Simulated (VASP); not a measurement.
# GaN (rocksalt type) (Fm-3m) in VASP: a series of runs

GaN (rocksalt type) is run at these levels: PBE; tasks: single point, relaxation of cell and atoms.

Everything below comes from runs of VASP 6.6.1. Logs are shortened: lines on timing, memory, paths and dates and some standing lists are left out, and cuts for length are marked.

## Step 1: The cell of the first run

It takes space group Fm-3m (No. 225, cubic). The conventional cell has a = 3.785 Å, b = 3.785 Å, c = 3.785 Å, α = 90.00°, β = 90.00°, γ = 90.00°. Within 2.5 Å of Ga (site symmetry m-3m) lie 6 N at 1.89 Å. Within 2.5 Å of N (site symmetry m-3m) lie 6 Ga at 1.89 Å.

## Step 2: Single point, PBE

File INCAR:

```
SYSTEM = GaN
ALGO = Normal ; EDIFF = 1E-7
ENCUT = 520 ; GGA = PE
ISIF = 2 ; ISMEAR = -1
LASPH = .True. ; LCHARG = .False.
LREAL = .False. ; LWAVE = .False.
NBANDS = 16 ; NELM = 60
PREC = Accurate ; SIGMA = 0.1
```

File KPOINTS:

```
k-points
0
Gamma
  17 17 17
  0 0 0
```

File POSCAR:

```
GaN
1.0
    0.0000000000      1.8925555912      1.8925555912
    1.8925555912      0.0000000000      1.8925555912
    1.8925555912      1.8925555912      0.0000000000
Ga N
1 1
Direct
    0.0000000000      0.0000000000      0.0000000000
    0.5000000000      0.5000000000      0.5000000000
```

Potentials or basis: VASP PAW PBE potentials, release 64 (Ga_d, N).

On the command line:

```
cat potpaw_PBE.64/Ga_d/POTCAR potpaw_PBE.64/N/POTCAR > POTCAR
mpirun -np 1 vasp_std > vasp.out
```

OUTCAR:

```text
SYSTEM = GaN
   EDIFF = 1E-7
   ENCUT = 520
   GGA = PE
   ISIF = 2
   ISMEAR = -1
   LASPH = .True.
   LREAL = .False.
   NELM = 60
   PREC = Accurate

 ion  position               nearest neighbor table
   1  0.000  0.000  0.000-   2 1.89   2 1.89   2 1.89   2 1.89   2 1.89   2 1.89
   2  0.500  0.500  0.500-   1 1.89   1 1.89   1 1.89   1 1.89   1 1.89   1 1.89

  LATTYP: Found a face centered cubic cell.
 ALAT       =     3.7851111824

  Lattice vectors:

 A1 = (   0.0000000000,   1.8925555912,   1.8925555912)
 A2 = (   1.8925555912,   0.0000000000,   1.8925555912)
 A3 = (   1.8925555912,   1.8925555912,   0.0000000000)

Analysis of symmetry for initial positions (statically):
=====================================================================
 Subroutine PRICEL returns:
 Original cell was already a primitive cell.

 Routine SETGRP: Setting up the symmetry group for a
 face centered cubic supercell.

 Subroutine GETGRP returns: Found 48 space group operations
 (whereof 48 operations were pure point group operations)
 out of a pool of 48 trial point group operations.

The static configuration has the point symmetry O_h .

Analysis of symmetry for dynamics (positions and initial velocities):
=====================================================================
 Subroutine PRICEL returns:
 Original cell was already a primitive cell.

 Routine SETGRP: Setting up the symmetry group for a
 face centered cubic supercell.

 Subroutine GETGRP returns: Found 48 space group operations
 (whereof 48 operations were pure point group operations)
 out of a pool of 48 trial point group operations.

The dynamic configuration has the point symmetry O_h .

 Subroutine INISYM returns: Found 48 space group operations
 (whereof 48 operations are pure point group operations),
 and found     1 'primitive' translations

----------------------------------------------------------------------------------------

                                     Primitive cell

  volume of cell :      13.5574

  direct lattice vectors                    reciprocal lattice vectors
     0.000000000  1.892555591  1.892555591    -0.264193032  0.264193032  0.264193032
     1.892555591  0.000000000  1.892555591     0.264193032 -0.264193032  0.264193032
     1.892555591  1.892555591  0.000000000     0.264193032  0.264193032 -0.264193032

  length of vectors
     2.676477785  2.676477785  2.676477785     0.457595755  0.457595755  0.457595755

  position of ions in fractional coordinates (direct lattice)
     0.000000000  0.000000000  0.000000000
[... 68 lines left out ...]
 SYSTEM =  GaN
   PREC   = accura    normal or accurate (medium, high low for compatibility)
   ISTART =      0    job   : 0-new  1-cont  2-samecut
   ICHARG =      2    charge: 1-file 2-atom 10-const
   ISPIN  =      1    spin polarized calculation?
   LNONCOLLINEAR =      F non collinear calculations
   LSORBIT =      F    spin-orbit coupling
   LASPH  =      T    aspherical Exc in radial PAW
   ENCUT  =  520.0 eV  38.22 Ry    6.18 a.u.   4.98  4.98  4.98*2*pi/ulx,y,z
   NELM   =     60;   NELMIN=  2; NELMDL= -5     # of ELM steps
   EDIFF  = 0.1E-06   stopping-criterion for ELM
   LREAL  =      F    real-space projection
   EDIFFG = 0.1E-05   stopping-criterion for IOM
   NSW    =      0    number of steps for IOM
   IBRION =     -1    ionic relax: 0-MD 1-quasi-New 2-CG
   NFREE  =      0    steps in history (QN), initial steepest desc. (CG)
   ISIF   =      2    stress and relaxation
   ISYM   =      2    0-nonsym 1-usesym 2-fastsym
   POTIM  = 0.5000    time-step for ionic-motion
   TEBEG  =    0.0;   TEEND  =   0.0 temperature during run
   PSTRESS=    0.0 pullay stress
   NELECT =      18.0000    total number of electrons
   NUPDOWN=      -1.0000    fix difference up-down
   EMIN   =  10.00;   EMAX   =-10.00  energy-range for DOS
   EFERMI =   0.00;   METHOD = LEGACY
   ISMEAR =    -1;   SIGMA  =   0.10  broadening in eV -4-tet -1-fermi 0-gaus
   EFERMI_NEDOS =   21; number of points for ismear=-14 and -15
   IALGO  =     38    algorithm
   IMIX   =      4    mixing-type and parameters
     AMIX     =   0.40;   BMIX     =  1.00
     AMIX_MAG =   1.60;   BMIX_MAG =  1.00
  volume/ion in A,a.u.               =       6.78        45.74
  Fermi-wavevector in a.u.,A,eV,Ry     =   1.799314  3.400211 44.049295  3.237532
  Thomas-Fermi vector in A             =   2.860272
   LORBIT       =      0    0 simple, 1 ext, 2 COOP (PROOUT), +10 PAW based schemes
   GGA     = PE    functional components
[... 5 lines left out ...]
 non-spin polarized calculation
  energy-cutoff  :      520.00
  volume of cell :       13.56
 maximum number of plane-waves:       375
   NGX =  9   NGY =  9   NGZ =  9

 number of electron      17.9999987 magnetization

 Free energy of the ion-electron system (eV)
  ---------------------------------------------------
  ext. energy  EPLUGINS =         0.00000000
  ---------------------------------------------------
  free energy    TOTEN  =        -8.90752695 eV

  energy without entropy =       -8.90752694  energy(sigma->0) =       -8.90752695

 E-fermi :  14.4888     XC(G=0): -15.0934

 val. band max:       12.8116812288   @ k =  -0.1765   0.1765   0.0000
 cond. band min:      15.8829744170   @ k =   0.4706   0.4706   0.0000
 fundamental gap:      3.0712931882
 Fermi energy:        14.4887725721

 k-point     1 :       0.0000    0.0000    0.0000
  band No.  band energies     occupation
      1      -8.4718      2.00000
      2      -1.3887      2.00000
      3      -1.3887      2.00000
      4      -1.3887      2.00000
      5      -1.1654      2.00000
      6      -1.1654      2.00000
[... 433 lines left out ...]
      3      -1.3947      2.00000
      4      -1.3687      2.00000
      5      -1.2855      2.00000
      6      -1.1493      2.00000
[... 8 lines left out ...]
     15      32.9034      0.00000
     16      34.0381      0.00000

 [... further k-points ...]
[... 5 lines left out ...]
  --------------------------------------------------------------------------------------
  -------------------------------------------------------------------------------------
  Total       14.5186594     14.5186594     14.5186594     -0.0000000     -0.0000000      0.0000000
  in kB     1715.7782865   1715.7782865   1715.7782865     -0.0000000     -0.0000000      0.0000000
  external PRESSURE =    1715.7782865 kB  Pullay stress =       0.0000000 kB

 VOLUME and BASIS-vectors are now :
 -----------------------------------------------------------------------------
  energy-cutoff  :      520.00
  volume of cell :       13.56
      direct lattice vectors                 reciprocal lattice vectors
     0.000000000  1.892555591  1.892555591    -0.264193032  0.264193032  0.264193032
     1.892555591  0.000000000  1.892555591     0.264193032 -0.264193032  0.264193032
     1.892555591  1.892555591  0.000000000     0.264193032  0.264193032 -0.264193032

 POSITION                                       TOTAL-FORCE (eV/Angst)
 -----------------------------------------------------------------------------------
      0.00000      0.00000      0.00000         0.000000      0.000000      0.000000
      1.89256      1.89256      1.89256         0.000000      0.000000     -0.000000
 -----------------------------------------------------------------------------------
    total drift:                                0.000000     -0.000000     -0.000000

  FREE ENERGIE OF THE ION-ELECTRON SYSTEM (eV)
  ---------------------------------------------------
  free  energy   TOTEN  =        -8.9075269542 eV

  energy  without entropy=       -8.9075269443  energy(sigma->0) =       -8.90752695
```

Run time: 20 s. Hardware: 1 thread of AMD EPYC 9R45 (Zen 5), shared host; peak memory 0.12 GiB.

Results:

```yaml
Free_energy: -8.9075 eV
Pressure: 171.6 GPa
Band_gap_on_the_k_mesh: 3.07 eV, indirect (least direct gap 6.24 eV)
```

Levels at points of the mesh, in eV from the valence-band top:
```csv
k point,band 5,band 6,band 7,band 8,band 9,band 10,band 11,band 12,band 13,band 14
"(0.00, 0.00, 0.00)",-13.98,-13.98,-1.08,-1.08,-1.08,6.70,16.83,16.83,16.83,17.04
```

## Step 3: Single point, PBE

File INCAR:

```
SYSTEM = GaN
ALGO     = Normal         ! electronic algorithm
EDIFF    = 1E-6           ! SCF threshold, eV
ENCUT    = 520            ! plane-wave cutoff, eV
GGA      = PE             ! functional
ISIF     = 2              ! what is computed and relaxed
ISMEAR   = -1             ! smearing method
LASPH    = .True.         ! aspherical terms in the spheres
LCHARG   = .False.        ! write CHGCAR
LREAL    = .False.        ! projectors in reciprocal space
LWAVE    = .False.        ! write WAVECAR
NBANDS   = 16             ! bands
NELM     = 60             ! most SCF steps
PREC     = Accurate       ! precision mode
SIGMA    = 0.1            ! smearing width, eV
```

KPOINTS is that of step 2.

File POSCAR:

```
GaN
1.0
    0.0000000000      1.8924155479      1.8924155479
    1.8924155479      0.0000000000      1.8924155479
    1.8924155479      1.8924155479      0.0000000000
Ga N
1 1
Direct
    0.0000000000      0.0000000000      0.0000000000
    0.5000000000      0.5000000000      0.5000000000
```

Potentials or basis: VASP PAW PBE potentials, release 64 (Ga_d, N).

On the command line:

```
cat potpaw_PBE.64/Ga_d/POTCAR potpaw_PBE.64/N/POTCAR > POTCAR
mpirun -np 1 vasp_std > vasp.out
```

Run time: 18 s. Hardware: 1 thread of AMD EPYC 9R45 (Zen 5), shared host; peak memory 0.12 GiB.

It converged, with:

```
Free energy            : -8.9043 eV
Pressure               : 171.8 GPa
Band gap on the k mesh : 3.07 eV, indirect (least direct gap 6.24 eV)
```

Levels at points of the mesh, in eV from the valence-band top:
| k point | band 5 | band 6 | band 7 | band 8 | band 9 | band 10 | band 11 | band 12 | band 13 | band 14 |
| --- | --- | --- | --- | --- | --- | --- | --- | --- | --- | --- |
| (0.00, 0.00, 0.00) | -13.98 | -13.98 | -1.08 | -1.08 | -1.08 | 6.70 | 16.84 | 16.84 | 16.84 | 17.04 |

A k mesh can miss the band edges. Expect the measured gap to be larger: semilocal functionals such as PBE lack the derivative discontinuity.

[end of part 1 of 2]
